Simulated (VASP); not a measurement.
# Ta2AlN2 (P6/mmm) in VASP: a series of runs

The runs below take Ta2AlN2 through single point, relaxation of cell and atoms, with PBE.

Program: VASP 6.6.1. These are calculated values, not measurements. Logs are shortened: lines on timing, memory, paths and dates and some standing lists are left out, and cuts for length are marked.

**1. The cell of the first run**

It takes space group P6/mmm (No. 191, hexagonal). The conventional cell has a = 3.406 Å, b = 3.406 Å, c = 7.799 Å, α = 90.00°, β = 90.00°, γ = 120.00°. Within 3.1 Å of Ta (site symmetry 6mm) lie 6 N at 2.32 Å and 1 Ta at 2.47 Å and 1 Al at 2.67 Å. Al (site symmetry 6/mmm) has 2 Ta at 2.67 Å and 6 Al at 3.41 Å within 3.5 Å. N (site symmetry -6m2) has 3 N at 1.97 Å and 6 Ta at 2.32 Å within 2.6 Å.

The cell was generated, and may not be a known phase.

**2. Single point, PBE**

INCAR reads:

```
  PREC = Accurate
  ENCUT = 520
  EDIFF = 1E-7
  ISMEAR = 0
  SIGMA = 0.1
  LREAL = False
  LASPH = True
  NELM = 60
  ALGO = Normal
  ISIF = 2
  LWAVE = False
  LCHARG = False
  GGA = PE
  NBANDS = 26
```

KPOINTS reads:

```
Automatic mesh
0
Gamma
  6 6 2
```

POSCAR reads:

```
Ta2AlN2
1.0
    3.4059469085     -0.0000000027      0.0000000000
   -1.7029734519      2.9496365481      0.0000000000
    0.0000000000      0.0000000000      7.7993132701
Ta Al N
2 1 2
Direct
    0.0000000000      0.0000000000      0.3418982377
    0.0000000000      0.0000000000      0.6581017623
    0.0000000000      0.0000000000      0.0000000000
    0.3333333333      0.6666666667      0.5000000000
    0.6666666667      0.3333333333      0.5000000000
```

Potentials or basis: VASP PAW PBE potentials, release 64 (Ta_pv, Al, N).

Launch:

```console
cat potpaw_PBE.64/Ta_pv/POTCAR potpaw_PBE.64/Al/POTCAR potpaw_PBE.64/N/POTCAR > POTCAR
mpirun -np 1 vasp_std > vasp.out
```

OUTCAR:

```text
PREC = Accurate
   ENCUT = 520
   EDIFF = 1E-7
   ISMEAR = 0
   LREAL = False
   LASPH = True
   NELM = 60
   ISIF = 2
   GGA = PE

 ion  position               nearest neighbor table
   1  0.000  0.000  0.342-   4 2.32   5 2.32   5 2.32   4 2.32   5 2.32   4 2.32   2 2.47   3 2.67

   2  0.000  0.000  0.658-   4 2.32   5 2.32   5 2.32   4 2.32   5 2.32   4 2.32   1 2.47   3 2.67

   3  0.000  0.000  0.000-   1 2.67   2 2.67
   4  0.333  0.667  0.500-   1 2.32   2 2.32   1 2.32   2 2.32   1 2.32   2 2.32
   5  0.667  0.333  0.500-   1 2.32   2 2.32   1 2.32   2 2.32   1 2.32   2 2.32

  LATTYP: Found a hexagonal cell.
 ALAT       =     3.4059469085
 C/A-ratio  =     2.2899104066

  Lattice vectors:

 A1 = (   3.4059469085,  -0.0000000027,   0.0000000000)
 A2 = (  -1.7029734519,   2.9496365481,   0.0000000000)
 A3 = (   0.0000000000,   0.0000000000,   7.7993132701)

Analysis of symmetry for initial positions (statically):
=====================================================================
 Subroutine PRICEL returns:
 Original cell was already a primitive cell.

 Routine SETGRP: Setting up the symmetry group for a
 hexagonal supercell.

 Subroutine GETGRP returns: Found 24 space group operations
 (whereof 24 operations were pure point group operations)
 out of a pool of 24 trial point group operations.

The static configuration has the point symmetry D_6h.

Analysis of symmetry for dynamics (positions and initial velocities):
=====================================================================
 Subroutine PRICEL returns:
 Original cell was already a primitive cell.

 Routine SETGRP: Setting up the symmetry group for a
 hexagonal supercell.

 Subroutine GETGRP returns: Found 24 space group operations
 (whereof 24 operations were pure point group operations)
 out of a pool of 24 trial point group operations.

The dynamic configuration has the point symmetry D_6h.

 Subroutine INISYM returns: Found 24 space group operations
 (whereof 24 operations are pure point group operations),
 and found     1 'primitive' translations

----------------------------------------------------------------------------------------

                                     Primitive cell

  volume of cell :      78.3543

  direct lattice vectors                    reciprocal lattice vectors
     3.405946908 -0.000000003  0.000000000     0.293604107  0.169512410  0.000000000
    -1.702973452  2.949636548  0.000000000     0.000000000  0.339024820  0.000000000
     0.000000000  0.000000000  7.799313270     0.000000000  0.000000000  0.128216417

  length of vectors
     3.405946908  3.405946909  7.799313270     0.339024820  0.339024820  0.128216417

  position of ions in fractional coordinates (direct lattice)
     0.000000000  0.000000000  0.341898238
     0.000000000  0.000000000  0.658101762
     0.000000000  0.000000000  0.000000000
     0.333333333  0.666666667  0.500000000
     0.666666667  0.333333333  0.500000000

  ion indices of the primitive-cell ions
   primitive index   ion index
                 1           1
                 2           2
                 3           3
                 4           4
                 5           5

----------------------------------------------------------------------------------------

 KPOINTS: Automatic mesh

Automatic generation of k-mesh.
 Grid dimensions read from file:
 generate k-points for:    6    6    2

 Generating k-lattice:

  Cartesian coordinates                     Fractional coordinates (reciprocal lattice)
     0.048934018  0.028252068  0.000000000     0.166666667  0.000000000  0.000000000
     0.000000000  0.056504137  0.000000000    -0.000000000  0.166666667  0.000000000
     0.000000000  0.000000000  0.064108208     0.000000000  0.000000000  0.500000000

  Length of vectors
     0.056504137  0.056504137  0.064108208

  Shift w.r.t. Gamma in fractional coordinates (k-lattice)
     0.000000000  0.000000000  0.000000000

 Subroutine IBZKPT returns following result:
 ===========================================

 Found     14 irreducible k-points:

 Following reciprocal coordinates:
            Coordinates               Weight
  0.000000  0.000000  0.000000      1.000000
  0.166667  0.000000  0.000000      6.000000
  0.333333  0.000000  0.000000      6.000000
  0.500000 -0.000000  0.000000      3.000000
  0.166667  0.166667  0.000000      6.000000
  0.333333  0.166667  0.000000     12.000000
  0.333333  0.333333  0.000000      2.000000
  0.000000  0.000000  0.500000      1.000000
  0.166667  0.000000  0.500000      6.000000
  0.333333  0.000000  0.500000      6.000000
  0.500000 -0.000000  0.500000      3.000000
  0.166667  0.166667  0.500000      6.000000
  0.333333  0.166667  0.500000     12.000000
  0.333333  0.333333  0.500000      2.000000
   k-points           NKPTS =     14   k-points in BZ     NKDIM =     14   number of bands    NBANDS=     26
   number of dos      NEDOS =    301   number of ions     NIONS =      5
   total plane-waves  NPLWV =  47040
   dimension x,y,z NGX =    28 NGY =   28 NGZ =   60
   dimension x,y,z NGXF=    56 NGYF=   56 NGZF=  120
   ions per type =               2   1   2
   NGX,Y,Z   is equivalent  to a cutoff of  13.67, 13.67, 12.79 a.u.
   NGXF,Y,Z  is equivalent  to a cutoff of  27.33, 27.33, 25.58 a.u.
 SYSTEM =  unknown system
   PREC   = accura    normal or accurate (medium, high low for compatibility)
   ISTART =      0    job   : 0-new  1-cont  2-samecut
   ICHARG =      2    charge: 1-file 2-atom 10-const
   ISPIN  =      1    spin polarized calculation?
   LNONCOLLINEAR =      F non collinear calculations
   LSORBIT =      F    spin-orbit coupling
   LASPH  =      T    aspherical Exc in radial PAW
   ENCUT  =  520.0 eV  38.22 Ry    6.18 a.u.   6.33  6.33 14.50*2*pi/ulx,y,z
   NELM   =     60;   NELMIN=  2; NELMDL= -5     # of ELM steps
   EDIFF  = 0.1E-06   stopping-criterion for ELM
   LREAL  =      F    real-space projection
   EDIFFG = 0.1E-05   stopping-criterion for IOM
   NSW    =      0    number of steps for IOM
   IBRION =     -1    ionic relax: 0-MD 1-quasi-New 2-CG
   NFREE  =      0    steps in history (QN), initial steepest desc. (CG)
   ISIF   =      2    stress and relaxation
   ISYM   =      2    0-nonsym 1-usesym 2-fastsym
   POTIM  = 0.5000    time-step for ionic-motion
   TEBEG  =    0.0;   TEEND  =   0.0 temperature during run
   PSTRESS=    0.0 pullay stress
   NELECT =      35.0000    total number of electrons
   NUPDOWN=      -1.0000    fix difference up-down
   EMIN   =  10.00;   EMAX   =-10.00  energy-range for DOS
   EFERMI =   0.00;   METHOD = LEGACY
   ISMEAR =     0;   SIGMA  =   0.10  broadening in eV -4-tet -1-fermi 0-gaus
   EFERMI_NEDOS =   21; number of points for ismear=-14 and -15
   IALGO  =     38    algorithm
   IMIX   =      4    mixing-type and parameters
     AMIX     =   0.40;   BMIX     =  1.00
     AMIX_MAG =   1.60;   BMIX_MAG =  1.00
  volume/ion in A,a.u.               =      15.67       105.75
  Fermi-wavevector in a.u.,A,eV,Ry     =   1.251440  2.364878 21.308102  1.566101
  Thomas-Fermi vector in A             =   2.385387
   LORBIT       =      0    0 simple, 1 ext, 2 COOP (PROOUT), +10 PAW based schemes
   GGA     = PE    functional components
   LHFCALC =     F    Hartree Fock is set to
   AEXX    =    0.0000 exact exchange contribution
   IVDW    =     0    specifies the selected vdW correction
   LEPSILON=     F    determine dielectric tensor
   LRPA    =     F    only Hartree local field effects (RPA)
 non-spin polarized calculation
 Gauss-broadening in eV      SIGMA  =   0.10
  energy-cutoff  :      520.00
  volume of cell :       78.35
 maximum number of plane-waves:      2142
 NGX is ok and might be reduce to    28
   NGX = 13   NGY = 13   NGZ = 29

 number of electron      35.0000001 magnetization

 Free energy of the ion-electron system (eV)
  ---------------------------------------------------
  ext. energy  EPLUGINS =         0.00000000
  ---------------------------------------------------
  free energy    TOTEN  =       -39.57260441 eV

  energy without entropy =      -39.55593952  energy(sigma->0) =      -39.56427197

 E-fermi :   5.7042     XC(G=0): -10.9857

 val. band max:        5.6504022263   @ k =   0.1667   0.1667   0.5000
 cond. band min:       5.7112579558   @ k =   0.5000  -0.0000   0.0000
 fundamental gap:      0.0608557296
 Fermi energy:         5.7042057564

 k-point     1 :       0.0000    0.0000    0.0000
  band No.  band energies     occupation
      1     -30.6072      2.00000
      2     -29.9061      2.00000
      3     -29.9061      2.00000
      4     -29.7175      2.00000
      5     -29.7175      2.00000
      6     -29.1647      2.00000
[... 18 lines left out ...]
     25       8.9120      0.00000
     26      10.0010      0.00000

 k-point     2 :       0.1667    0.0000    0.0000
  band No.  band energies     occupation
      1     -30.5913      2.00000
      2     -29.9762      2.00000
      3     -29.9219      2.00000
      4     -29.7716      2.00000
      5     -29.7299      2.00000
      6     -29.1584      2.00000
[... 18 lines left out ...]
     25       8.8701      0.00000
     26       9.5289      0.00000

 k-point     3 :       0.3333    0.0000    0.0000
  band No.  band energies     occupation
      1     -30.5569      2.00000
      2     -30.1157      2.00000
      3     -29.9535      2.00000
      4     -29.8782      2.00000
      5     -29.7547      2.00000
      6     -29.1457      2.00000
[... 282 lines left out ...]
 k-point    13 :       0.3333    0.1667    0.5000
  band No.  band energies     occupation
      1     -30.5375      2.00000
      2     -30.1493      2.00000
      3     -30.0064      2.00000
      4     -29.9033      2.00000
      5     -29.7951      2.00000
      6     -29.1402      2.00000
[... 18 lines left out ...]
     25       9.2876      0.00000
     26       9.3163      0.00000

 k-point    14 :       0.3333    0.3333    0.5000
  band No.  band energies     occupation
      1     -30.5280      2.00000
      2     -30.0998      2.00000
      3     -30.0998      2.00000
      4     -29.8657      2.00000
      5     -29.8657      2.00000
      6     -29.1370      2.00000
[... 18 lines left out ...]
     25       8.4595      0.00000
     26       8.5111      0.00000

------------------------ aborting loop because EDIFF is reached ----------------------------------------

  FORCE on cell =-STRESS in cart. coord.  units (eV):
  Direction    XX          YY          ZZ          XY          YZ          ZX
  --------------------------------------------------------------------------------------
  -------------------------------------------------------------------------------------
  Total        0.0403225      0.0403225      0.0607844      0.0000000      0.0000000     -0.0000000
  in kB        0.8245097      0.8245097      1.2429099      0.0000000      0.0000000     -0.0000000
  external PRESSURE =       0.9639764 kB  Pullay stress =       0.0000000 kB

 VOLUME and BASIS-vectors are now :
 -----------------------------------------------------------------------------
  energy-cutoff  :      520.00
  volume of cell :       78.35
      direct lattice vectors                 reciprocal lattice vectors
     3.405946908 -0.000000003  0.000000000     0.293604107  0.169512410  0.000000000
    -1.702973452  2.949636548  0.000000000     0.000000000  0.339024820  0.000000000
     0.000000000  0.000000000  7.799313270     0.000000000  0.000000000  0.128216417

 POSITION                                       TOTAL-FORCE (eV/Angst)
 -----------------------------------------------------------------------------------
      0.00000      0.00000      2.66657        -0.000000     -0.000000     -0.107351
      0.00000      0.00000      5.13274        -0.000000      0.000000      0.107351
      0.00000      0.00000      0.00000        -0.000000     -0.000000      0.000000
      0.00000      1.96642      3.89966         0.000000     -0.000000     -0.000000
      1.70297      0.98321      3.89966        -0.000000      0.000000      0.000000
 -----------------------------------------------------------------------------------
    total drift:                               -0.000000      0.000000     -0.000000

  FREE ENERGIE OF THE ION-ELECTRON SYSTEM (eV)
  ---------------------------------------------------
  free  energy   TOTEN  =       -39.5726044142 eV

  energy  without entropy=      -39.5559395164  energy(sigma->0) =      -39.56427197
```

Run time: 33 s. Hardware: 1 thread of Intel Xeon Platinum 8375C at 2.90GHz (Ice Lake), shared host; peak memory 0.21 GiB.

Results:

| Item | Value |
| --- | --- |
| Free energy | -39.5726 eV |
| Pressure | 0.1 GPa |
| Largest force | 0.107 eV/Å |
| Band gap on the k mesh | zero (an odd number of electrons rules out a gap without spin polarisation) |

Forces on the atoms (eV/Å):
```
Ta   0.000  0.000 -0.107
Ta   0.000  0.000  0.107
Al   0.000  0.000  0.000
N    0.000  0.000  0.000
N    0.000  0.000  0.000
```

Caveat: the k points lie up to 0.40 Å⁻¹ apart, too coarse for converged energies and pressures of a metal; spin-orbit coupling is left out, which moves the levels of the heavy elements.

**3. Relaxation of cell and atoms, PBE**

This run uses another cell than the first one, of 17.24 Å³/atom.

INCAR reads:

```
SYSTEM = Ta2AlN2
PREC = Accurate
ENCUT = 600
EDIFF = 1E-6
ISMEAR = 0
SIGMA = 0.1
LREAL = .FALSE.
LASPH = .TRUE.
NELM = 100
ALGO = Normal
ISIF = 3
LWAVE = .FALSE.
LCHARG = .FALSE.
GGA = PE
IBRION = 2
NSW = 90
EDIFFG = -0.04
```

KPOINTS reads:

```
regular mesh
0
G
  6 6 2
  0 0 0
```

POSCAR reads:

```
Ta2AlN2
1.0
    3.6095299700      0.0000000000      0.0000000000
   -1.8047649800      3.1259446500      0.0000000000
    0.0000000000      0.0000000000      7.6415798900
Ta Al N
2 1 2
Direct
    0.0000000000      0.0000000000      0.3227243100
    0.0000000000      0.0000000000      0.6772756900
    0.0000000000      0.0000000000      0.0000000000
    0.3333333300      0.6666666700      0.5000000000
    0.6666666700      0.3333333300      0.5000000000
```

Potentials or basis: VASP PAW PBE potentials, release 64 (Ta_pv, Al, N).

Launch:

```console
cat potpaw_PBE.64/Ta_pv/POTCAR potpaw_PBE.64/Al/POTCAR potpaw_PBE.64/N/POTCAR > POTCAR
mpirun -np 1 vasp_std > vasp.out
```

Run time: 3.4 min. Hardware: 1 thread of Intel Xeon Platinum 8375C at 2.90GHz (Ice Lake), shared host; peak memory 0.26 GiB.

Results (log left out):

```
Free energy                           : -39.5847 eV
Relaxed volume                        : 15.63 Å³/atom
Relaxed cell                          : a = 3.403 Å, b = 3.403 Å, c = 7.792 Å, α = 90.00°, β = 90.00°, γ = 120.00°
Space group after relaxing (to 0.1 Å) : P6/mmm (No. 191)
Energy gained by relaxing             : 311.0 meV/atom
Ionic steps                           : 8
Pressure after relaxing               : 0.2 GPa
Largest force after relaxing          : 0.031 eV/Å
Band gap on the k mesh                : zero (an odd number of electrons rules out a gap without spin polarisation)
```

Forces on the atoms (eV/Å):
```
Ta   0.000  0.000 -0.031
Ta   0.000  0.000  0.031
Al   0.000  0.000  0.000
N    0.000  0.000  0.000
N    0.000  0.000  0.000
```

Step by step:
```csv
step,energy change (eV),largest force (eV/Å),pressure (GPa),volume (Å³)
1,0.0000,5.5472,-13.75,86.22
2,0.7900,11.8626,45.18,68.74
3,-1.5138,0.1153,2.16,77.23
4,-1.5137,0.2641,2.71,77.05
5,-1.5145,0.5710,-2.07,78.84
6,-1.5538,0.1676,0.16,77.95
7,-1.5538,0.1597,0.21,77.93
8,-1.5549,0.0307,0.21,78.15
```

Final structure:
```
Ta Al N
1.0
     3.40311    0.00000    0.00000
    -1.70155    2.94718    0.00000
     0.00000    0.00000    7.79153
Ta Al N
2 1 2
Direct
  0.00000 0.00000 0.34148
  0.00000 0.00000 0.65852
  0.00000 0.00000 0.00000
  0.33333 0.66667 0.50000
  0.66667 0.33333 0.50000
```

Levels at points of the mesh, in eV from the Fermi level:
```tsv
k point	band 16	band 17	band 18	band 19	band 20	band 21
(0.00, 0.00, 0.00)	-2.70	-1.46	-0.38	-0.38	0.73	2.62
(0.50, 0.00, 0.00)	-0.88	-0.68	-0.39	0.02	1.41	1.42
(0.00, 0.00, 0.50)	-2.84	-1.46	-0.39	-0.39	2.47	2.54
(0.50, 0.00, 0.50)	-1.89	-0.68	-0.43	0.76	1.66	1.70
```

Caveat: the k points lie up to 0.40 Å⁻¹ apart in the final cell, too coarse for converged energies and pressures of a metal; spin-orbit coupling is left out, which moves the levels of the heavy elements.

The gap in the log of VASP goes by the Fermi energy; the results here count the filled bands.